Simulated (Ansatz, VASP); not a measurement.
This is a calculation of Sb6Se for VASP 6.6.1.

Contents of INCAR:

```
ALGO = Normal
EDIFF = 1E-6
ENCUT = 520
GGA = PE
ISIF = 2
ISMEAR = -1
LASPH = T
LCHARG = T
LELF = T
LREAL = F
LVHAR = T
LWAVE = F
NBANDS = 27
NELM = 60
PREC = Accurate
SIGMA = 0.05
```

The input KPOINTS:

```
k-points
0
Gamma
  4 4 4
```

File POSCAR:

```
Sb6Se
1.0
    7.6097069660      0.0000000000      0.0000000000
    0.0000000000      7.6097069660      0.0000000000
    0.0000000000      0.0000000000      7.6097069660
Sb Se
6 1
Direct
    0.2111600000      0.5000000000      0.5000000000
    0.5000000000      0.2111600000      0.5000000000
    0.7888400000      0.5000000000      0.5000000000
    0.5000000000      0.7888400000      0.5000000000
    0.5000000000      0.5000000000      0.2111600000
    0.5000000000      0.5000000000      0.7888400000
    0.0000000000      0.0000000000      0.0000000000
```

Potentials or basis: VASP PAW PBE potentials, release 64 (Sb, Se).

Launch:

```bash
$ cat potpaw_PBE.64/Sb/POTCAR potpaw_PBE.64/Se/POTCAR > POTCAR
$ mpirun -np 1 vasp_std > vasp.out
```

Question: Set up the same calculation for Ansatz 0.2.0. Potentials there: Ansatz PAW.

Answer: As run (the cutoff follows the program's own potentials):

input.yaml

```yaml
crystal:
  lattice:
    - [7.609706966, 0.0, 0.0]
    - [0.0, 7.609706966, 0.0]
    - [0.0, 0.0, 7.609706966]
  atoms:
    - { symbol: Sb, position: [0.21116, 0.5, 0.5] }
    - { symbol: Sb, position: [0.5, 0.21116, 0.5] }
    - { symbol: Sb, position: [0.78884, 0.5, 0.5] }
    - { symbol: Sb, position: [0.5, 0.78884, 0.5] }
    - { symbol: Sb, position: [0.5, 0.5, 0.21116] }
    - { symbol: Sb, position: [0.5, 0.5, 0.78884] }
    - { symbol: Se, position: [0.0, 0.0, 0.0] }
hamiltonian:
  xc: pbe
  pseudopotentials: { kind: paw }
kpoints:
  mp_grid: { grid: [4, 4, 4] }
scf:
  occupations: { method: fermi_dirac, width: 0.05 }
output:
  forces: true
  stress: true
  eigenvalues: true
```

Potentials or basis: Ansatz PAW.

Launch:

```sh
$ ansatz run input.yaml --threads 4 --pin off --max-ram 10240MiB --backend cpu --events-out ev --progress --plain --runs-dir out
```

Both were run:

|  | VASP | Ansatz | Ansatz less VASP |
| --- | --- | --- | --- |
| gap on the k mesh at the Fermi level (eV) | none | none | - |
| pressure (GPa) | -1.0 | -1.0 | 0.00 |
| rms of the force components (eV/Å) | 0.213 | 0.226 | +0.0132 |

Atom by atom the forces differ by 0.013 eV/Å (rms over components). A gap of «none» marks a metal or a gap that the smearing closes. The functional is the same, so the differences come from potentials, cutoffs and numerics. VASP's potentials hold 36 valence electrons a cell and Ansatz's 106, so a difference there can come from the potentials and not from the codes.

Neither program's run includes spin-orbit coupling.
